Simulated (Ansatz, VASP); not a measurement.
## Sb in VASP and in Ansatz

INCAR

```
PREC     = Accurate       # precision mode
ENCUT    = 520            # plane-wave cutoff, eV
EDIFF    = 1E-6           # SCF threshold, eV
ISMEAR   = 0              # smearing method
SIGMA    = 0.15           # smearing width, eV
LREAL    = F              # projectors in reciprocal space
LASPH    = T              # aspherical terms in the spheres
NELM     = 100            # most SCF steps
ALGO     = Normal         # electronic algorithm
ISIF     = 2              # what is computed and relaxed
LWAVE    = F              # write WAVECAR
LCHARG   = T              # write CHGCAR
GGA      = PS             # functional
LELF     = T              # ELF
LVHAR    = T            
NBANDS   = 12             # bands
```

File KPOINTS:

```
regular mesh
0
Gamma
  12 12 12
```

File POSCAR:

```
Sb
1.0
    2.1183413270      1.2230249354      3.6878400000
   -2.1183413270      1.2230249354      3.6878400000
    0.0000000000     -2.4460498707      3.6878400000
Sb
2
Direct
    0.2336400000      0.2336400000      0.2336400000
    0.7663600000      0.7663600000      0.7663600000
```

Input for Ansatz:

```yaml
crystal:
  lattice:
    - [2.118341327, 1.2230249354, 3.68784]
    - [-2.118341327, 1.2230249354, 3.68784]
    - [0.0, -2.4460498707, 3.68784]
  atoms:
    - { symbol: Sb, position: [0.23364, 0.23364, 0.23364] }
    - { symbol: Sb, position: [0.76636, 0.76636, 0.76636] }
basis:
  ecutwfc: 420
kpoints:
  mp_grid: { grid: [12, 12, 12] }
hamiltonian:
  xc: pbesol
scf:
  occupations: { method: gaussian, width: 0.15 }
output:
  forces: true
  stress: true
  eigenvalues: true
```

Change from the starting cell: strain -0.015 along x and y, -0.015 along z, atoms carried along.

Alike in both runs: task single point; functional PBEsol; k mesh 12 × 12 × 12; occupations gaussian, width 0.15 eV; no spin polarisation.

|  | VASP | Ansatz |
| --- | --- | --- |
| version | VASP 6.6.1 | Ansatz 0.2.0 |
| potentials or method | VASP PAW PBE potentials, release 64 (Sb), cutoff 520 eV | scalar-relativistic, plane waves, PAW |
| valence electrons in the cell | 10 | 30 |

VASP gave:

* gap on the k mesh at the Fermi level (eV): none
* pressure (GPa): 3.6
* traceless stress, the component that is largest in VASP (GPa): -0.79
* rms of the force components (eV/Å): 0.279

Question: What did Ansatz give for the same quantities?

Answer: gap on the k mesh at the Fermi level (eV): none; pressure (GPa): 3.4; traceless stress, the component that is largest in VASP (GPa): -0.72; rms of the force components (eV/Å): 0.240.

VASP's potentials were made for PBE, not for PBEsol. Atom by atom the forces differ by 0.040 eV/Å (rms over components). A gap of «none» marks a metal or a gap that the smearing closes. With one functional, cell and mesh, what is left measures potentials, basis and numerics. VASP's potentials hold 10 valence electrons a cell and Ansatz's 30, so a difference there can come from the potentials and not from the codes.

Neither program's run includes spin-orbit coupling.
